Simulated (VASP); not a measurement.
# Mg12Cu (a cell with a defect) in VASP: single point with PBEsol

Aim: the single point of Mg12Cu (a cell with a defect) with PBEsol.

Program: VASP 6.6.1. These are calculated values, not measurements. Logs are shortened: lines on timing, memory, paths and dates and some standing lists are left out, and cuts for length are marked.

## Step 1: The cell of the first run

The cell holds a defect, 13 atoms: a = 6.420 Å, b = 9.630 Å, c = 5.213 Å, α = 90.00°, β = 90.00°, γ = 120.00°.

## Step 2: Single point, PBEsol

File INCAR:

```
PREC = Accurate
ENCUT = 520
EDIFF = 1E-6
ISMEAR = 0
SIGMA = 0.1
LREAL = F
LASPH = T
NELM = 80
ALGO = Normal
ISIF = 2
LWAVE = F
LCHARG = F
GGA = PS
NBANDS = 30
```

File KPOINTS:

```
Automatic mesh
0
Gamma
  3 2 3
```

File POSCAR:

```
Mg12Cu
1.0
    6.4200000000      0.0000000000      0.0000000000
   -4.8150000000      8.3398250000      0.0000000000
    0.0000000000      0.0000000000      5.2130400000
Mg Cu
12 1
Direct
   -0.0247991747     -0.0114056162      0.0341557444
    0.1646420528      0.2389910346      0.4705903273
   -0.0000396874      0.3304361344     -0.0258519137
    0.1696360774      0.5568380810      0.4911459594
    0.0005422871      0.6642811804     -0.0094875925
    0.1520221670      0.8635711866      0.4852014282
    0.5025296614     -0.0148664141      0.0298247236
    0.6907469110      0.2340282839      0.4699900330
    0.5124616322      0.3543804477      0.0098690526
    0.6649033018      0.5573394882      0.5052813354
    0.4964941908      0.6648163777      0.0083293419
    0.6679654142      0.8923928596      0.5280415688
    0.3288613665      0.1078754562      0.7469849915
```

Potentials or basis: VASP PAW PBE potentials, release 64 (Mg, Cu).

On the command line:

```
cat potpaw_PBE.64/Mg/POTCAR potpaw_PBE.64/Cu/POTCAR > POTCAR
mpirun -np 1 vasp_std > vasp.out
```

OUTCAR:

```text
PREC = Accurate
   ENCUT = 520
   EDIFF = 1E-6
   ISMEAR = 0
   LREAL = F
   LASPH = T
   NELM = 80
   ISIF = 2
   GGA = PS

 ion  position               nearest neighbor table
   1  0.975  0.989  0.034-  13 2.47   7 3.02   2 3.09  12 3.09  11 3.10   6 3.10  12 3.14   5 3.22
                             3 3.23   7 3.40   9 3.49   6 3.51   2 3.60
   2  0.165  0.239  0.471-  13 2.47   8 3.02   4 3.05   9 3.08   3 3.09   1 3.09   3 3.12  10 3.15
                            12 3.28   8 3.40   9 3.41   6 3.58   1 3.60
   3  1.000  0.330  0.974-   2 3.09   8 3.11   2 3.12   8 3.14   4 3.15   9 3.19  11 3.21   5 3.21
                             1 3.23   9 3.26   7 3.27   4 3.29
   4  0.170  0.557  0.491-   6 3.01   2 3.05   8 3.09  11 3.10   3 3.15  10 3.18   5 3.19   5 3.19
                            12 3.22  10 3.24  11 3.25   3 3.29
   5  0.001  0.664  0.991-   9 3.06   6 3.07   6 3.11  10 3.14   7 3.17  11 3.18   4 3.19   4 3.19
                             3 3.21   1 3.22  11 3.24  10 3.27
   6  0.152  0.864  0.485-  13 2.45   4 3.01  10 3.04   5 3.07   7 3.07   1 3.10   5 3.11  12 3.19
                            12 3.26   7 3.44   1 3.51   8 3.52   2 3.58
   7  0.503  0.985  0.030-  13 2.48   1 3.02  11 3.07   6 3.07   8 3.09  12 3.10  12 3.12   5 3.17
                             3 3.27   1 3.40   6 3.44   9 3.53   8 3.58
   8  0.691  0.234  0.470-  13 2.48   2 3.02   4 3.09   7 3.09   3 3.11   9 3.12   3 3.14  10 3.20
                            12 3.23   2 3.40   9 3.45   6 3.52   7 3.58
   9  0.512  0.354  0.010-  13 2.47  11 3.04   5 3.06   2 3.08  10 3.09   8 3.12  10 3.13   3 3.19
                             3 3.26   2 3.41   8 3.45   1 3.49   7 3.53
  10  0.665  0.557  0.505-   6 3.04   9 3.09   9 3.13   5 3.14   2 3.15  11 3.17   4 3.18  11 3.20
                             8 3.20  12 3.22   4 3.24   5 3.27
  11  0.496  0.665  0.008-   9 3.04   7 3.07   1 3.10   4 3.10  12 3.14  10 3.17   5 3.18  10 3.20
                             3 3.21   5 3.24   4 3.25  12 3.31
  12  0.668  0.892  0.528-   1 3.09   7 3.10   7 3.12  11 3.14   1 3.14   6 3.19  10 3.22   4 3.22
                             8 3.23   6 3.26   2 3.28  11 3.31
  13  0.329  0.108  0.747-   6 2.45   9 2.47   1 2.47   2 2.47   7 2.48   8 2.48

  LATTYP: Found a simple monoclinic cell.
 ALAT       =     6.4200000000
 B/A-ratio  =     0.8120000000
 C/A-ratio  =     1.3228757108
 COS(beta)  =    -0.1889822286

  Lattice vectors:

 A1 = (   6.4200000000,   0.0000000000,   0.0000000000)
 A2 = (   0.0000000000,   0.0000000000,   5.2130400000)
 A3 = (  -1.6050000000,  -8.3398250000,   0.0000000000)

Analysis of symmetry for initial positions (statically):
=====================================================================
 Subroutine PRICEL returns:
 Original cell was already a primitive cell.

 Routine SETGRP: Setting up the symmetry group for a
 simple monoclinic supercell.

 Subroutine GETGRP returns: Found  1 space group operations
 (whereof  1 operations were pure point group operations)
 out of a pool of  4 trial point group operations.

The static configuration has the point symmetry C_1 .

Analysis of symmetry for dynamics (positions and initial velocities):
=====================================================================
 Subroutine PRICEL returns:
 Original cell was already a primitive cell.

 Routine SETGRP: Setting up the symmetry group for a
 simple monoclinic supercell.

 Subroutine GETGRP returns: Found  1 space group operations
 (whereof  1 operations were pure point group operations)
 out of a pool of  4 trial point group operations.

The dynamic configuration has the point symmetry C_1 .

 Subroutine INISYM returns: Found  1 space group operations
 (whereof  1 operations are pure point group operations),
 and found     1 'primitive' translations

----------------------------------------------------------------------------------------

                                     Primitive cell

  volume of cell :     279.1149

  direct lattice vectors                    reciprocal lattice vectors
     6.420000000  0.000000000  0.000000000     0.155763240  0.089929945  0.000000000
    -4.815000000  8.339825000  0.000000000     0.000000000  0.119906593  0.000000000
     0.000000000  0.000000000  5.213040000     0.000000000  0.000000000  0.191826650
[... 71 lines left out ...]
|     Results are often still useful ...                                      |
|                                                                             |
 -----------------------------------------------------------------------------

 Subroutine IBZKPT returns following result:
 ===========================================

 Found     10 irreducible k-points:

 Following reciprocal coordinates:
            Coordinates               Weight
  0.000000  0.000000  0.000000      1.000000
  0.333333  0.000000  0.000000      2.000000
  0.000000  0.500000  0.000000      1.000000
  0.333333  0.500000  0.000000      2.000000
  0.000000  0.000000  0.333333      2.000000
  0.333333  0.000000  0.333333      2.000000
 -0.333333  0.000000  0.333333      2.000000
  0.000000  0.500000  0.333333      2.000000
  0.333333  0.500000  0.333333      2.000000
 -0.333333  0.500000  0.333333      2.000000
   k-points           NKPTS =     10   k-points in BZ     NKDIM =     10   number of bands    NBANDS=     30
   number of dos      NEDOS =    301   number of ions     NIONS =     13
   total plane-waves  NPLWV = 138240
   dimension x,y,z NGX =    48 NGY =   72 NGZ =   40
   dimension x,y,z NGXF=    96 NGYF=  144 NGZF=   80
   ions per type =              12   1
   NGX,Y,Z   is equivalent  to a cutoff of  12.43, 12.43, 12.76 a.u.
   NGXF,Y,Z  is equivalent  to a cutoff of  24.86, 24.86, 25.51 a.u.
 SYSTEM =  unknown system
   PREC   = accura    normal or accurate (medium, high low for compatibility)
   ISTART =      0    job   : 0-new  1-cont  2-samecut
   ICHARG =      2    charge: 1-file 2-atom 10-const
   ISPIN  =      1    spin polarized calculation?
   LNONCOLLINEAR =      F non collinear calculations
   LSORBIT =      F    spin-orbit coupling
   LASPH  =      T    aspherical Exc in radial PAW
   ENCUT  =  520.0 eV  38.22 Ry    6.18 a.u.  11.94 17.91  9.69*2*pi/ulx,y,z
   NELM   =     80;   NELMIN=  2; NELMDL= -5     # of ELM steps
   EDIFF  = 0.1E-05   stopping-criterion for ELM
   LREAL  =      F    real-space projection
   EDIFFG = 0.1E-04   stopping-criterion for IOM
   NSW    =      0    number of steps for IOM
   IBRION =     -1    ionic relax: 0-MD 1-quasi-New 2-CG
   NFREE  =      0    steps in history (QN), initial steepest desc. (CG)
   ISIF   =      2    stress and relaxation
   ISYM   =      2    0-nonsym 1-usesym 2-fastsym
   POTIM  = 0.5000    time-step for ionic-motion
   TEBEG  =    0.0;   TEEND  =   0.0 temperature during run
   PSTRESS=    0.0 pullay stress
   NELECT =      35.0000    total number of electrons
   NUPDOWN=      -1.0000    fix difference up-down
   EMIN   =  10.00;   EMAX   =-10.00  energy-range for DOS
   EFERMI =   0.00;   METHOD = LEGACY
   ISMEAR =     0;   SIGMA  =   0.10  broadening in eV -4-tet -1-fermi 0-gaus
   EFERMI_NEDOS =   21; number of points for ismear=-14 and -15
   IALGO  =     38    algorithm
   IMIX   =      4    mixing-type and parameters
     AMIX     =   0.40;   BMIX     =  1.00
     AMIX_MAG =   1.60;   BMIX_MAG =  1.00
  volume/ion in A,a.u.               =      21.47       144.89
  Fermi-wavevector in a.u.,A,eV,Ry     =   0.819414  1.548467  9.135478  0.671439
  Thomas-Fermi vector in A             =   1.930214
   LORBIT       =      0    0 simple, 1 ext, 2 COOP (PROOUT), +10 PAW based schemes
   GGA     = PS    functional components
   LHFCALC =     F    Hartree Fock is set to
   AEXX    =    0.0000 exact exchange contribution
   IVDW    =     0    specifies the selected vdW correction
   LEPSILON=     F    determine dielectric tensor
   LRPA    =     F    only Hartree local field effects (RPA)
 non-spin polarized calculation
 Gauss-broadening in eV      SIGMA  =   0.10
  energy-cutoff  :      520.00
  volume of cell :      279.11
 maximum number of plane-waves:      7549
   NGX = 23   NGY = 35   NGZ = 19

 number of electron      34.9999996 magnetization

 Free energy of the ion-electron system (eV)
  ---------------------------------------------------
  ext. energy  EPLUGINS =         0.00000000
  ---------------------------------------------------
  free energy    TOTEN  =       -23.60942318 eV

  energy without entropy =      -23.57626396  energy(sigma->0) =      -23.59284357

 E-fermi :   2.8560     XC(G=0):  -8.8004

 val. band max:        2.8243677969   @ k =   0.0000   0.5000   0.0000
 cond. band min:       2.9000610327   @ k =   0.3333   0.5000   0.0000
 fundamental gap:      0.0756932358
 Fermi energy:         2.8559667801

 k-point     1 :       0.0000    0.0000    0.0000
  band No.  band energies     occupation
      1      -4.2580      2.00000
      2      -2.2051      2.00000
      3      -2.0223      2.00000
      4      -0.9573      2.00000
      5      -0.7287      2.00000
      6      -0.6875      2.00000
[... 309 lines left out ...]
     28       6.6091      0.00000
     29       6.6454      0.00000
 [bands above 29 left out]

------------------------ aborting loop because EDIFF is reached ----------------------------------------

  FORCE on cell =-STRESS in cart. coord.  units (eV):
  Direction    XX          YY          ZZ          XY          YZ          ZX
  --------------------------------------------------------------------------------------
  -------------------------------------------------------------------------------------
  Total        2.0019775      3.0096392      2.4795219     -0.3395614      0.1704809      0.1013721
  in kB       11.4917654     17.2759524     14.2329693     -1.9491530      0.9785955      0.5818969
  external PRESSURE =      14.3335624 kB  Pullay stress =       0.0000000 kB

 VOLUME and BASIS-vectors are now :
 -----------------------------------------------------------------------------
  energy-cutoff  :      520.00
  volume of cell :      279.11
      direct lattice vectors                 reciprocal lattice vectors
     6.420000000  0.000000000  0.000000000     0.155763240  0.089929945  0.000000000
    -4.815000000  8.339825000  0.000000000     0.000000000  0.119906593  0.000000000
     0.000000000  0.000000000  5.213040000     0.000000000  0.000000000  0.191826650

 POSITION                                       TOTAL-FORCE (eV/Angst)
 -----------------------------------------------------------------------------------
      1.50071      8.24470      0.17806         0.000901     -0.020384     -0.013172
     -0.09374      1.99314      2.45321         0.005133      0.010639      0.008430
      4.82870      2.75578      5.07827        -0.000339      0.007768      0.003314
     -1.59211      4.64393      2.56036        -0.001602     -0.001243      0.000153
     -3.19503      5.53999      5.16358         0.000532      0.007524      0.000663
     -3.18211      7.20203      2.52937         0.001108     -0.003474     -0.000809
     -1.51718      8.21584      0.15548        -0.002696     -0.017857     -0.010366
      3.30775      1.95175      2.45008        -0.004503      0.013410      0.009085
      1.58366      2.95547      0.05145        -0.000354     -0.000078     -0.001623
      1.58509      4.64811      2.63405        -0.000089     -0.008645      0.001668
     -0.01360      5.54445      0.04342         0.000864      0.001823     -0.000235
     -0.00853      7.44240      2.75270         0.000309     -0.009579     -0.005695
      1.59187      0.89966      3.89406         0.000736      0.020095      0.008587
 -----------------------------------------------------------------------------------
    total drift:                                0.000163      0.000459      0.000863

  FREE ENERGIE OF THE ION-ELECTRON SYSTEM (eV)
  ---------------------------------------------------
  free  energy   TOTEN  =       -23.6094231849 eV

  energy  without entropy=      -23.5762639628  energy(sigma->0) =      -23.59284357
```

It took 99 s on 1 thread of AMD EPYC 7R43 (Zen 3), shared host; peak memory 0.34 GiB.

Results:

* Free energy: -23.6094 eV
* Pressure: 1.4 GPa
* Largest force: 0.024 eV/Å

Forces in eV/Å, atoms in the order of the input:
```
Mg   0.001 -0.020 -0.013
Mg   0.005  0.011  0.008
Mg   0.000  0.008  0.003
Mg  -0.002 -0.001  0.000
Mg   0.001  0.008  0.001
Mg   0.001 -0.003 -0.001
Mg  -0.003 -0.018 -0.010
Mg  -0.005  0.013  0.009
Mg   0.000  0.000 -0.002
Mg   0.000 -0.009  0.002
Mg   0.001  0.002  0.000
Mg   0.000 -0.010 -0.006
Cu   0.001  0.020  0.009
```

Stress tensor (GPa, compression positive):
```
 1.15 -0.19  0.06
-0.19  1.73  0.10
 0.06  0.10  1.42
```

Caveat: the k points lie up to 0.40 Å⁻¹ apart; the PAW data sets were made with another functional, which shifts forces and pressure a little.
